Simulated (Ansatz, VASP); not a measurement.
## Si8N: VASP beside Ansatz

```
CELL_PARAMETERS angstrom
6.25371 0.00000 0.00000
0.00000 6.25371 0.00000
0.00000 0.00000 3.73832
ATOMIC_POSITIONS crystal
Si 0.20017 0.50000 0.50000
Si 0.79983 0.50000 0.50000
Si 0.50000 0.20017 0.50000
Si 0.50000 0.79983 0.50000
Si 0.70380 0.00000 0.00000
Si 0.29620 0.00000 0.00000
Si 0.00000 0.70380 0.00000
Si 0.00000 0.29620 0.00000
N 0.50000 0.50000 0.50000
```

Alike in both runs: functional PBE; k mesh 4 × 4 × 4; occupations gaussian, width 0.1 eV; no spin polarisation.

Ansatz relaxed the structure, and its values are those at the end. VASP's run is a single point on that final structure, the one shown.

```csv
,VASP,Ansatz
version,VASP 6.6.1,Ansatz 0.2.0
potentials or method,"VASP PAW PBE potentials, release 64 (Si, N), cutoff 520 eV","scalar-relativistic, plane waves, PAW"
valence electrons in the cell,37,37
```

|  | VASP | Ansatz | Ansatz less VASP |
| --- | --- | --- | --- |
| gap on the k mesh at the Fermi level (eV) | none | none | - |
| pressure (GPa) | 0.1 | 0.1 | +0.05 |
| rms of the force components (eV/Å) | 0.004 | 0.005 | +0.0004 |

A gap of «none» marks a metal or a gap that the smearing closes.

The k mesh is coarse, so the values compare programs but aren't converged.
